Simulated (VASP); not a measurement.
# NaCl (Pm-3m) in VASP: notebook

Aim: see how the results for NaCl move with the level of theory and the settings. Levels: PBE-based screened hybrid with 25 % exact exchange, PBE-based screened hybrid with 30 % exact exchange, PBE-based screened hybrid with 40 % exact exchange. Tasks: single point.

All numbers are computed with VASP 6.6.1; they aren't measurements. Logs are shortened: lines on timing, memory, paths and dates and some standing lists are left out, and cuts for length are marked.

## 1. The cell of the first run

Symmetry: Pm-3m, No. 221, cubic system. The conventional cell has a = 3.502 Å, b = 3.502 Å, c = 3.502 Å, α = 90.00°, β = 90.00°, γ = 90.00°. Within 4.0 Å of Cl (site symmetry m-3m) lie 8 Na at 3.03 Å and 6 Cl at 3.50 Å. Within 4.0 Å of Na (site symmetry m-3m) lie 8 Cl at 3.03 Å and 6 Na at 3.50 Å.

## 2. Single point, PBE-based screened hybrid with 25 % exact exchange

File POSCAR:

```
NaCl
1.0
    3.5021900000      0.0000000000      0.0000000000
    0.0000000000      3.5021900000      0.0000000000
    0.0000000000      0.0000000000      3.5021900000
Cl Na
1 1
Direct
    0.5000000000      0.5000000000      0.5000000000
    0.0000000000      0.0000000000      0.0000000000
```

File INCAR.step1:

```
ALGO     = Normal         # electronic algorithm
EDIFF    = 1E-5           # SCF threshold, eV
ENCUT    = 520            # plane-wave cutoff, eV
GGA      = PE             # functional
ISIF     = 2              # what is computed and relaxed
ISMEAR   = -1             # smearing method
LASPH    = T              # aspherical terms in the spheres
LCHARG   = F              # write CHGCAR
LREAL    = F              # projectors in reciprocal space
LWAVE    = T              # write WAVECAR
NBANDS   = 14             # bands
NELM     = 60             # most SCF steps
PREC     = Accurate       # precision mode
SIGMA    = 0.05           # smearing width, eV
```

File INCAR.step2:

```
AEXX     = 0.25           # exact-exchange fraction
ALGO     = Normal         # electronic algorithm
EDIFF    = 1E-7           # SCF threshold, eV
ENCUT    = 520            # plane-wave cutoff, eV
GGA      = PE             # functional
HFSCREEN = 0.2            # screening, 1/A
ISIF     = 2              # what is computed and relaxed
ISMEAR   = -1             # smearing method
ISTART   = 1            
LASPH    = T              # aspherical terms in the spheres
LCHARG   = F              # write CHGCAR
LHFCALC  = T              # exact exchange
LREAL    = F              # projectors in reciprocal space
LWAVE    = F              # write WAVECAR
NBANDS   = 14             # bands
NELM     = 60             # most SCF steps
PREC     = Accurate       # precision mode
PRECFOCK = Normal       
SIGMA    = 0.05           # smearing width, eV
```

File KPOINTS:

```
k-points
0
Gamma
  4 4 4
```

Potentials or basis: VASP PAW PBE potentials, release 64 (Cl, Na_pv).

Run with:

```console
> cat potpaw_PBE.64/Cl/POTCAR potpaw_PBE.64/Na_pv/POTCAR > POTCAR
> cp INCAR.step1 INCAR
> mpirun -np 1 vasp_std > vasp.out
> cp INCAR.step2 INCAR
> mpirun -np 1 vasp_std > vasp.out
```

OUTCAR:

```text
AEXX = 0.25
   EDIFF = 1E-7
   ENCUT = 520
   GGA = PE
   HFSCREEN = 0.2
   ISIF = 2
   ISMEAR = -1
   ISTART = 1
   LASPH = T
   LHFCALC = T
   LREAL = F
   NELM = 60
   PREC = Accurate
   PRECFOCK = Normal

 ion  position               nearest neighbor table
   1  0.500  0.500  0.500-
   2  0.000  0.000  0.000-

  LATTYP: Found a simple cubic cell.
 ALAT       =     3.5021900000

  Lattice vectors:

 A1 = (   3.5021900000,   0.0000000000,   0.0000000000)
 A2 = (   0.0000000000,   3.5021900000,   0.0000000000)
 A3 = (   0.0000000000,   0.0000000000,   3.5021900000)

Analysis of symmetry for initial positions (statically):
=====================================================================
 Subroutine PRICEL returns:
 Original cell was already a primitive cell.

 Routine SETGRP: Setting up the symmetry group for a
 simple cubic supercell.

 Subroutine GETGRP returns: Found 48 space group operations
 (whereof 48 operations were pure point group operations)
 out of a pool of 48 trial point group operations.

The static configuration has the point symmetry O_h .

Analysis of symmetry for dynamics (positions and initial velocities):
=====================================================================
 Subroutine PRICEL returns:
 Original cell was already a primitive cell.

 Routine SETGRP: Setting up the symmetry group for a
 simple cubic supercell.

 Subroutine GETGRP returns: Found 48 space group operations
 (whereof 48 operations were pure point group operations)
 out of a pool of 48 trial point group operations.

The dynamic configuration has the point symmetry O_h .

 Subroutine INISYM returns: Found 48 space group operations
 (whereof 48 operations are pure point group operations),
 and found     1 'primitive' translations

----------------------------------------------------------------------------------------

                                     Primitive cell

  volume of cell :      42.9555

  direct lattice vectors                    reciprocal lattice vectors
     3.502190000  0.000000000  0.000000000     0.285535622  0.000000000  0.000000000
     0.000000000  3.502190000  0.000000000     0.000000000  0.285535622  0.000000000
     0.000000000  0.000000000  3.502190000     0.000000000  0.000000000  0.285535622

  length of vectors
     3.502190000  3.502190000  3.502190000     0.285535622  0.285535622  0.285535622

  position of ions in fractional coordinates (direct lattice)
     0.500000000  0.500000000  0.500000000
     0.000000000  0.000000000  0.000000000

  ion indices of the primitive-cell ions
   primitive index   ion index
                 1           1
                 2           2

----------------------------------------------------------------------------------------

 KPOINTS: k-points

Automatic generation of k-mesh.
 Grid dimensions read from file:
 generate k-points for:    4    4    4

 Generating k-lattice:

  Cartesian coordinates                     Fractional coordinates (reciprocal lattice)
     0.071383905  0.000000000  0.000000000     0.250000000  0.000000000  0.000000000
     0.000000000  0.071383905  0.000000000     0.000000000  0.250000000  0.000000000
     0.000000000  0.000000000  0.071383905     0.000000000  0.000000000  0.250000000

  Length of vectors
     0.071383905  0.071383905  0.071383905

  Shift w.r.t. Gamma in fractional coordinates (k-lattice)
     0.000000000  0.000000000  0.000000000

 Subroutine IBZKPT returns following result:
 ===========================================

 Found     10 irreducible k-points:

 Following reciprocal coordinates:
            Coordinates               Weight
  0.000000  0.000000  0.000000      1.000000
  0.250000  0.000000  0.000000      6.000000
  0.500000  0.000000  0.000000      3.000000
  0.250000  0.250000  0.000000     12.000000
  0.500000  0.250000  0.000000     12.000000
  0.500000  0.500000  0.000000      3.000000
  0.250000  0.250000  0.250000      8.000000
  0.500000  0.250000  0.250000     12.000000
  0.500000  0.500000  0.250000      6.000000
  0.500000  0.500000  0.500000      1.000000
   k-points           NKPTS =     10   k-points in BZ     NKDIM =     64   number of bands    NBANDS=     14
   number of dos      NEDOS =    301   number of ions     NIONS =      2
   total plane-waves  NPLWV =  21952
   dimension x,y,z NGX =    28 NGY =   28 NGZ =   28
   dimension x,y,z NGXF=    56 NGYF=   56 NGZF=   56
   ions per type =               1   1
   NGX,Y,Z   is equivalent  to a cutoff of  13.29, 13.29, 13.29 a.u.
   NGXF,Y,Z  is equivalent  to a cutoff of  26.58, 26.58, 26.58 a.u.
 SYSTEM =  unknown system
   PREC   = accura    normal or accurate (medium, high low for compatibility)
   ISTART =      1    job   : 0-new  1-cont  2-samecut
   ICHARG =      0    charge: 1-file 2-atom 10-const
   ISPIN  =      1    spin polarized calculation?
   LNONCOLLINEAR =      F non collinear calculations
   LSORBIT =      F    spin-orbit coupling
   LASPH  =      T    aspherical Exc in radial PAW
   ENCUT  =  520.0 eV  38.22 Ry    6.18 a.u.   6.51  6.51  6.51*2*pi/ulx,y,z
   NELM   =     60;   NELMIN=  2; NELMDL=  0     # of ELM steps
   EDIFF  = 0.1E-06   stopping-criterion for ELM
   LREAL  =      F    real-space projection
   EDIFFG = 0.1E-05   stopping-criterion for IOM
   NSW    =      0    number of steps for IOM
   IBRION =     -1    ionic relax: 0-MD 1-quasi-New 2-CG
   NFREE  =      0    steps in history (QN), initial steepest desc. (CG)
   ISIF   =      2    stress and relaxation
   ISYM   =      3    0-nonsym 1-usesym 2-fastsym
   POTIM  = 0.5000    time-step for ionic-motion
   TEBEG  =    0.0;   TEEND  =   0.0 temperature during run
   PSTRESS=    0.0 pullay stress
   NELECT =      14.0000    total number of electrons
   NUPDOWN=      -1.0000    fix difference up-down
   EMIN   =  10.00;   EMAX   =-10.00  energy-range for DOS
   EFERMI =   0.00;   METHOD = LEGACY
   ISMEAR =    -1;   SIGMA  =   0.05  broadening in eV -4-tet -1-fermi 0-gaus
   EFERMI_NEDOS =   21; number of points for ismear=-14 and -15
   IALGO  =     38    algorithm
   IMIX   =      1    mixing-type and parameters
     AMIX     =   0.40;   BMIX     =  1.00
     AMIX_MAG =   1.60;   BMIX_MAG =  1.00
  volume/ion in A,a.u.               =      21.48       144.94
  Fermi-wavevector in a.u.,A,eV,Ry     =   1.126621  2.129005 17.269530  1.269275
  Thomas-Fermi vector in A             =   2.263304
   LORBIT       =      0    0 simple, 1 ext, 2 COOP (PROOUT), +10 PAW based schemes
   GGA     = PE    functional components
   LHFCALC =     T    Hartree Fock is set to
   PRECFOCK=normal    Normal, Fast or Accurate (Low or Medium for compatibility)
   ENCUT4O =  -1.0   cutoff for four orbital integrals eV
   NKREDX  =     1    reduce k-point grid by
   NKREDY  =     1    reduce k-point grid by
   NKREDZ  =     1    reduce k-point grid by
   AEXX    =    0.2500 exact exchange contribution
   HFSCREEN=    0.2000 screening length (either q_TF or 0.3 A-1)
   HFSCREENC=   0.2000 screening length for correlation (either q_TF or 0.3 A-1)
   ENCUTFOCK=  -1.0 apply spherical cutoff to Coloumb kernel
   IVDW    =     0    specifies the selected vdW correction
   LEPSILON=     F    determine dielectric tensor
   LRPA    =     F    only Hartree local field effects (RPA)
 non-spin polarized calculation
  energy-cutoff  :      520.00
  volume of cell :       42.96
 maximum number of plane-waves:      1189
 NGX is ok and might be reduce to    28
  NGX = 20; NGY = 20; NGZ = 20

 number of electron      13.9999982 magnetization

 Free energy of the ion-electron system (eV)
  ---------------------------------------------------
  ext. energy  EPLUGINS =         0.00000000
  ---------------------------------------------------
  free energy    TOTEN  =        -7.56654991 eV

  energy without entropy =       -7.56654991  energy(sigma->0) =       -7.56654991

 E-fermi :   0.6009     XC(G=0):  -6.9889

 val. band max:       -0.5068520049   @ k =   0.5000   0.5000   0.0000
 cond. band min:       4.8033696944   @ k =   0.0000   0.0000   0.0000
 fundamental gap:      5.3102216993
 Fermi energy:         0.6008558045

 k-point     1 :       0.0000    0.0000    0.0000
  band No.  band energies     occupation
      1     -24.7483      2.00000
      2     -24.7483      2.00000
      3     -24.7483      2.00000
      4     -15.1371      2.00000
      5      -1.0386      2.00000
      6      -1.0386      2.00000
      7      -1.0386      2.00000
      8       4.8034      0.00000
      9       9.4397      0.00000
     10       9.4397      0.00000
     11      16.9138      0.00000
     12      16.9138      0.00000
     13      16.9138      0.00000
     14      17.2083      0.00000

 k-point     2 :       0.2500    0.0000    0.0000
  band No.  band energies     occupation
      1     -24.7672      2.00000
      2     -24.7465      2.00000
      3     -24.7465      2.00000
      4     -14.9522      2.00000
      5      -2.5275      2.00000
      6      -0.9144      2.00000
      7      -0.9144      2.00000
      8       6.1875      0.00000
      9      10.1397      0.00000
     10      10.3388      0.00000
     11      14.1545      0.00000
     12      14.1545      0.00000
     13      16.2815      0.00000
     14      16.7175      0.00000

 k-point     3 :       0.5000    0.0000    0.0000
  band No.  band energies     occupation
      1     -24.7860      2.00000
      2     -24.7447      2.00000
      3     -24.7447      2.00000
      4     -14.7526      2.00000
      5      -3.6440      2.00000
      6      -0.7838      2.00000
      7      -0.7838      2.00000
      8       7.7928      0.00000
      9       9.6070      0.00000
     10      11.4752      0.00000
     11      12.9013      0.00000
     12      12.9013      0.00000
     13      13.9285      0.00000
     14      18.3058      0.00000
[... 86 lines left out ...]
 k-point     9 :       0.5000    0.5000    0.2500
  band No.  band energies     occupation
      1     -24.7750      2.00000
      2     -24.7750      2.00000
      3     -24.7570      2.00000
      4     -14.3183      2.00000
      5      -2.7343      2.00000
      6      -2.7343      2.00000
      7      -1.5986      2.00000
      8       7.0053      0.00000
      9       9.3582      0.00000
     10       9.3582      0.00000
     11      13.4495      0.00000
     12      15.0233      0.00000
     13      16.1811      0.00000
     14      16.1811      0.00000

 k-point    10 :       0.5000    0.5000    0.5000
  band No.  band energies     occupation
      1     -24.7722      2.00000
      2     -24.7722      2.00000
      3     -24.7722      2.00000
      4     -14.1662      2.00000
      5      -2.5018      2.00000
      6      -2.5018      2.00000
      7      -2.5018      2.00000
      8       7.9492      0.00000
      9       7.9492      0.00000
     10       7.9492      0.00000
     11      12.7795      0.00000
     12      17.1710      0.00000
     13      17.1710      0.00000
     14      17.1710      0.00000

------------------------ aborting loop because EDIFF is reached ----------------------------------------

  FORCE on cell =-STRESS in cart. coord.  units (eV):
  Direction    XX          YY          ZZ          XY          YZ          ZX
  --------------------------------------------------------------------------------------
  -------------------------------------------------------------------------------------
  Total       -0.1014834     -0.1014834     -0.1014834     -0.0000000     -0.0000000     -0.0000000
  in kB       -3.7851801     -3.7851801     -3.7851801     -0.0000000     -0.0000000     -0.0000000
  external PRESSURE =      -3.7851801 kB  Pullay stress =       0.0000000 kB

 VOLUME and BASIS-vectors are now :
 -----------------------------------------------------------------------------
  energy-cutoff  :      520.00
  volume of cell :       42.96
      direct lattice vectors                 reciprocal lattice vectors
     3.502190000  0.000000000  0.000000000     0.285535622  0.000000000  0.000000000
     0.000000000  3.502190000  0.000000000     0.000000000  0.285535622  0.000000000
     0.000000000  0.000000000  3.502190000     0.000000000  0.000000000  0.285535622

 POSITION                                       TOTAL-FORCE (eV/Angst)
 -----------------------------------------------------------------------------------
      1.75110      1.75110      1.75110         0.000000      0.000000      0.000000
      0.00000      0.00000      0.00000         0.000000      0.000000      0.000000
 -----------------------------------------------------------------------------------
    total drift:                                0.000001      0.000001      0.000001

  FREE ENERGIE OF THE ION-ELECTRON SYSTEM (eV)
  ---------------------------------------------------
  free  energy   TOTEN  =        -7.5665499131 eV

  energy  without entropy=       -7.5665499131  energy(sigma->0) =       -7.56654991
```

Wall time 3 min (1 thread of Intel Xeon 8259CL, shared host); peak memory 0.22 GiB.

What came out:

```
Free energy            : -7.5665 eV
Pressure               : -0.4 GPa
Band gap on the k mesh : 5.31 eV (least direct gap 5.84 eV)
```

Caveat: the k points lie up to 0.45 Å⁻¹ apart; the PAW data sets were made with another functional, which shifts forces and pressure a little.

## 3. Single point, PBE-based screened hybrid with 30 % exact exchange

POSCAR is that of step 2.

File INCAR.step1:

```
  PREC = Accurate
  ENCUT = 520
  EDIFF = 1E-5
  ISMEAR = -1
  SIGMA = 0.05
  LREAL = F
  LASPH = T
  NELM = 100
  ALGO = Normal
  ISIF = 2
  LWAVE = T
  LCHARG = F
  NBANDS = 14
  GGA = PE
```

File INCAR.step2:

```
  PREC = Accurate
  ENCUT = 520
  EDIFF = 1E-7
  ISMEAR = -1
  SIGMA = 0.05
  LREAL = F
  LASPH = T
  NELM = 100
  ALGO = Normal
  ISIF = 2
  LWAVE = F
  LCHARG = F
  GGA = PE
  LHFCALC = T
  AEXX = 0.3
  HFSCREEN = 0.2
  PRECFOCK = Normal
  NBANDS = 14
  ISTART = 1
```

File KPOINTS:

```
Automatic mesh
0
Gamma
  4 4 4
```

Potentials or basis: VASP PAW PBE potentials, release 64 (Cl, Na_pv).

Run with:

```console
> cat potpaw_PBE.64/Cl/POTCAR potpaw_PBE.64/Na_pv/POTCAR > POTCAR
> cp INCAR.step1 INCAR
> mpirun -np 1 vasp_std > vasp.out
> cp INCAR.step2 INCAR
> mpirun -np 1 vasp_std > vasp.out
```

Run time: 2.4 min. Hardware: 1 thread of Intel Xeon 8259CL, shared host; peak memory 0.22 GiB.

It converged, with:

```
Free energy            : -7.7932 eV
Pressure               : -0.5 GPa
Band gap on the k mesh : 5.58 eV (least direct gap 6.12 eV)
```

Levels at points of the mesh, in eV from the valence-band top:
```csv
k point,band 3,band 4,band 5,band 6,band 7,band 8,band 9,band 10,band 11,band 12
"(0.00, 0.00, 0.00)",-24.67,-14.88,-0.54,-0.54,-0.54,5.58,10.22,10.22,17.77,17.77
"(0.50, 0.00, 0.00)",-24.66,-14.49,-3.17,-0.28,-0.28,8.58,10.43,12.28,13.73,13.73
"(0.50, 0.50, 0.00)",-24.66,-14.19,-2.47,-2.47,0.00,7.14,11.66,12.91,12.91,14.52
"(0.50, 0.50, 0.50)",-24.69,-13.89,-2.02,-2.02,-2.02,8.73,8.73,8.73,13.62,18.04
```

Caveat: the k points lie up to 0.45 Å⁻¹ apart; the PAW data sets were made with another functional, which shifts forces and pressure a little. A k mesh can miss the band edges.

(Part 1 of 2 ends here.)
